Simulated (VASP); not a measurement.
# HfN (F-43m) in VASP: single point with PBEsol

Aim: the single point of HfN with PBEsol.

All numbers are computed with VASP 6.6.1; they aren't measurements. Logs are shortened: lines on timing, memory, paths and dates and some standing lists are left out, and cuts for length are marked.

## 1. The cell of the first run

The structure is cubic, space group F-43m (No. 216). Conventional cell: a = 4.910 Å, b = 4.910 Å, c = 4.910 Å, α = 90.00°, β = 90.00°, γ = 90.00°. Hf (site symmetry -43m) has 4 N at 2.13 Å within 2.8 Å. Within 2.8 Å of N (site symmetry -43m) lie 4 Hf at 2.13 Å.

## 2. Single point, PBEsol

INCAR reads:

```
PREC     = Accurate       # precision mode
ENCUT    = 600            # plane-wave cutoff, eV
EDIFF    = 1E-6           # SCF threshold, eV
ISMEAR   = -1             # smearing method
SIGMA    = 0.15           # smearing width, eV
LREAL    = False          # projectors in reciprocal space
LASPH    = True           # aspherical terms in the spheres
NELM     = 120            # most SCF steps
ALGO     = Normal         # electronic algorithm
ISIF     = 2              # what is computed and relaxed
LWAVE    = False          # write WAVECAR
LCHARG   = True           # write CHGCAR
GGA      = PS             # functional
LELF     = True           # ELF
LVHAR    = True         
NBANDS   = 14             # bands
GGA_COMPAT= False
```

KPOINTS reads:

```
Automatic mesh
0
Gamma
  12 12 12
```

POSCAR reads:

```
HfN
1.0
    0.0000000000      2.4548220000      2.4548220000
    2.4548220000      0.0000000000      2.4548220000
    2.4548220000      2.4548220000      0.0000000000
Hf N
1 1
Direct
    0.0000000000      0.0000000000      0.0000000000
    0.2500000000      0.2500000000      0.2500000000
```

Potentials or basis: VASP PAW PBE potentials, release 64 (Hf_pv, N).

Launch:

```bash
> cat potpaw_PBE.64/Hf_pv/POTCAR potpaw_PBE.64/N/POTCAR > POTCAR
> mpirun -np 1 vasp_std > vasp.out
```

OUTCAR:

```text
PREC = Accurate
   ENCUT = 600
   EDIFF = 1E-6
   ISMEAR = -1
   LREAL = False
   LASPH = True
   NELM = 120
   ISIF = 2
   GGA = PS

 ion  position               nearest neighbor table
   1  0.000  0.000  0.000-   2 2.13   2 2.13   2 2.13   2 2.13
   2  0.250  0.250  0.250-   1 2.13   1 2.13   1 2.13   1 2.13

  LATTYP: Found a face centered cubic cell.
 ALAT       =     4.9096440000

  Lattice vectors:

 A1 = (   0.0000000000,   2.4548220000,   2.4548220000)
 A2 = (   2.4548220000,   0.0000000000,   2.4548220000)
 A3 = (   2.4548220000,   2.4548220000,   0.0000000000)

Analysis of symmetry for initial positions (statically):
=====================================================================
 Subroutine PRICEL returns:
 Original cell was already a primitive cell.

 Routine SETGRP: Setting up the symmetry group for a
 face centered cubic supercell.

 Subroutine GETGRP returns: Found 24 space group operations
 (whereof 24 operations were pure point group operations)
 out of a pool of 48 trial point group operations.

The static configuration has the point symmetry T_d .

Analysis of symmetry for dynamics (positions and initial velocities):
=====================================================================
 Subroutine PRICEL returns:
 Original cell was already a primitive cell.

 Routine SETGRP: Setting up the symmetry group for a
 face centered cubic supercell.

 Subroutine GETGRP returns: Found 24 space group operations
 (whereof 24 operations were pure point group operations)
 out of a pool of 48 trial point group operations.

The dynamic configuration has the point symmetry T_d .

 Subroutine INISYM returns: Found 24 space group operations
 (whereof 24 operations are pure point group operations),
 and found     1 'primitive' translations

----------------------------------------------------------------------------------------

                                     Primitive cell

  volume of cell :      29.5863

  direct lattice vectors                    reciprocal lattice vectors
     0.000000000  2.454822000  2.454822000    -0.203680756  0.203680756  0.203680756
     2.454822000  0.000000000  2.454822000     0.203680756 -0.203680756  0.203680756
     2.454822000  2.454822000  0.000000000     0.203680756  0.203680756 -0.203680756

  length of vectors
     3.471642566  3.471642566  3.471642566     0.352785417  0.352785417  0.352785417

  position of ions in fractional coordinates (direct lattice)
     0.000000000  0.000000000  0.000000000
[... 88 lines left out ...]
   PSTRESS=    0.0 pullay stress
   NELECT =      15.0000    total number of electrons
   NUPDOWN=      -1.0000    fix difference up-down
   EMIN   =  10.00;   EMAX   =-10.00  energy-range for DOS
   EFERMI =   0.00;   METHOD = LEGACY
   ISMEAR =    -1;   SIGMA  =   0.15  broadening in eV -4-tet -1-fermi 0-gaus
   EFERMI_NEDOS =   21; number of points for ismear=-14 and -15
   IALGO  =     38    algorithm
   IMIX   =      4    mixing-type and parameters
     AMIX     =   0.40;   BMIX     =  1.00
     AMIX_MAG =   1.60;   BMIX_MAG =  1.00
  volume/ion in A,a.u.               =      14.79        99.83
  Fermi-wavevector in a.u.,A,eV,Ry     =   1.305395  2.466839 23.185087  1.704056
  Thomas-Fermi vector in A             =   2.436267
   LORBIT       =      0    0 simple, 1 ext, 2 COOP (PROOUT), +10 PAW based schemes
   GGA     = PS    functional components
   LHFCALC =     F    Hartree Fock is set to
   AEXX    =    0.0000 exact exchange contribution
   IVDW    =     0    specifies the selected vdW correction
   LEPSILON=     F    determine dielectric tensor
   LRPA    =     F    only Hartree local field effects (RPA)
 non-spin polarized calculation
  energy-cutoff  :      600.00
  volume of cell :       29.59
 maximum number of plane-waves:      1004
   NGX = 13   NGY = 13   NGZ = 13

 number of electron      15.0000001 magnetization

 Free energy of the ion-electron system (eV)
  ---------------------------------------------------
  ext. energy  EPLUGINS =         0.00000000
  ---------------------------------------------------
  free energy    TOTEN  =       -22.27757939 eV

  energy without entropy =      -22.22625924  energy(sigma->0) =      -22.25191931

 E-fermi :   5.6091     XC(G=0): -11.3965

 val. band max:        5.5082392551   @ k =  -0.4167   0.2500   0.0833
 cond. band min:       5.6258995692   @ k =   0.4167   0.2500   0.0833
 fundamental gap:      0.1176603141
 Fermi energy:         5.6091157340

 k-point     1 :       0.0000    0.0000    0.0000
  band No.  band energies     occupation
      1     -25.4525      2.00000
      2     -25.4525      2.00000
      3     -25.4525      2.00000
      4     -10.4958      2.00000
      5       0.1517      2.00000
      6       0.1517      2.00000
      7       0.1517      2.00000
      8       4.8704      1.98558
      9       7.8056      0.00000
     10       7.8056      0.00000
     11      12.1895      0.00000
     12      12.1895      0.00000
     13      12.1895      0.00000
     14      17.9140      0.00000
[... 377 lines left out ...]
      1     -25.8875      2.00000
      2     -25.5982      2.00000
      3     -25.5315      2.00000
      4      -9.2657      2.00000
      5       0.0161      2.00000
      6       0.5264      2.00000
      7       0.9954      2.00000
      8       6.1278      0.06106
      9       7.8069      0.00000
     10       8.0896      0.00000
     11      11.1073      0.00000
     12      11.5001      0.00000
     13      11.6980      0.00000
     14      15.1987      0.00000

 [... further k-points ...]

------------------------ aborting loop because EDIFF is reached ----------------------------------------

  FORCE on cell =-STRESS in cart. coord.  units (eV):
  Direction    XX          YY          ZZ          XY          YZ          ZX
  --------------------------------------------------------------------------------------
  -------------------------------------------------------------------------------------
  Total       -1.0821808     -1.0821808     -1.0821808      0.0000000      0.0000000      0.0000000
  in kB      -58.6030719    -58.6030719    -58.6030719      0.0000000      0.0000000      0.0000000
  external PRESSURE =     -58.6030719 kB  Pullay stress =       0.0000000 kB

 VOLUME and BASIS-vectors are now :
 -----------------------------------------------------------------------------
  energy-cutoff  :      600.00
  volume of cell :       29.59
      direct lattice vectors                 reciprocal lattice vectors
     0.000000000  2.454822000  2.454822000    -0.203680756  0.203680756  0.203680756
     2.454822000  0.000000000  2.454822000     0.203680756 -0.203680756  0.203680756
     2.454822000  2.454822000  0.000000000     0.203680756  0.203680756 -0.203680756

 POSITION                                       TOTAL-FORCE (eV/Angst)
 -----------------------------------------------------------------------------------
      0.00000      0.00000      0.00000        -0.000000      0.000000     -0.000000
      1.22741      1.22741      1.22741         0.000000     -0.000000      0.000000
 -----------------------------------------------------------------------------------
    total drift:                               -0.000000     -0.000000     -0.000000

  FREE ENERGIE OF THE ION-ELECTRON SYSTEM (eV)
  ---------------------------------------------------
  free  energy   TOTEN  =       -22.2775793909 eV

  energy  without entropy=      -22.2262592355  energy(sigma->0) =      -22.25191931
```

OSZICAR:

```text
N       E                     dE             d eps       ncg     rms          rms(c)
DAV:   1     0.466623551869E+02    0.46662E+02   -0.82627E+03  2016   0.108E+03
DAV:   2    -0.227546644539E+02   -0.69417E+02   -0.64369E+02  2732   0.255E+02
DAV:   3    -0.255908375110E+02   -0.28362E+01   -0.28234E+01  2358   0.434E+01
DAV:   4    -0.256067505793E+02   -0.15913E-01   -0.15911E-01  2388   0.374E+00
DAV:   5    -0.256069114031E+02   -0.16082E-03   -0.16082E-03  2394   0.338E-01    0.544E+01
DAV:   6    -0.224249864143E+02    0.31819E+01   -0.11711E+01  2352   0.244E+01    0.389E+01
DAV:   7    -0.223061280991E+02    0.11886E+00   -0.72084E-01  2130   0.752E+00    0.247E+01
DAV:   8    -0.222873327303E+02    0.18795E-01   -0.11821E-01  2334   0.308E+00    0.688E+00
DAV:   9    -0.222778393317E+02    0.94934E-02   -0.26011E-02  2280   0.123E+00    0.182E+00
DAV:  10    -0.222776124956E+02    0.22684E-03   -0.16919E-03  2478   0.365E-01    0.265E-01
DAV:  11    -0.222775820428E+02    0.30453E-04   -0.12139E-04  2298   0.102E-01    0.735E-02
DAV:  12    -0.222775795828E+02    0.24600E-05   -0.19484E-05  2700   0.346E-02    0.259E-02
DAV:  13    -0.222775793909E+02    0.19184E-06   -0.10241E-06  1416   0.100E-02
   1 F= -.22277579E+02 E0= -.22251919E+02  d E =-.513202E-01
```

stdout:

```text
POSCAR found type information on POSCAR HfN
 POSCAR found :  2 types and       2 ions
 scaLAPACK will be used
 -----------------------------------------------------------------------------
|                                                                             |
|                                                                             |
|     You enforced a specific xc type in the INCAR file but a different       |
|     I HOPE YOU KNOW WHAT YOU ARE DOING!                                     |
|                                                                             |
 -----------------------------------------------------------------------------

 LDA part: xc-table for (Slater+PW92), standard interpolation
 POSCAR, INCAR and KPOINTS ok, starting setup
 FFT: planning ... GRIDC
 FFT: planning ... GRID_SOFT
 FFT: planning ... GRID
 WAVECAR not read
 entering main loop
```

Run time: 19 s. Hardware: 1 thread of Intel Xeon 6975P-C (Granite Rapids), shared host; peak memory 0.18 GiB.

Results:

```yaml
Free_energy: -22.2776 eV
Pressure: -5.9 GPa
Band_gap_on_the_k_mesh: zero (an odd number of electrons rules out a gap without spin polarisation)
```

Levels at points of the mesh, in eV from the Fermi level:
```csv
k point,band 3,band 4,band 5,band 6,band 7,band 8,band 9,band 10,band 11,band 12
"(0.00, 0.00, 0.00)",-31.06,-16.10,-5.46,-5.46,-5.46,-0.74,2.20,2.20,6.58,6.58
"(0.50, 0.00, 0.00)",-31.12,-15.00,-5.73,-4.87,-4.87,1.53,2.69,2.69,4.17,5.24
"(0.50, 0.50, 0.00)",-31.22,-14.63,-6.93,-3.60,-3.60,-1.15,2.14,4.00,4.64,4.64
```

Caveat: the cell stands under tension; the PAW data sets were made with another functional, which shifts forces and pressure a little; spin-orbit coupling is left out, which moves the levels of the heavy elements.
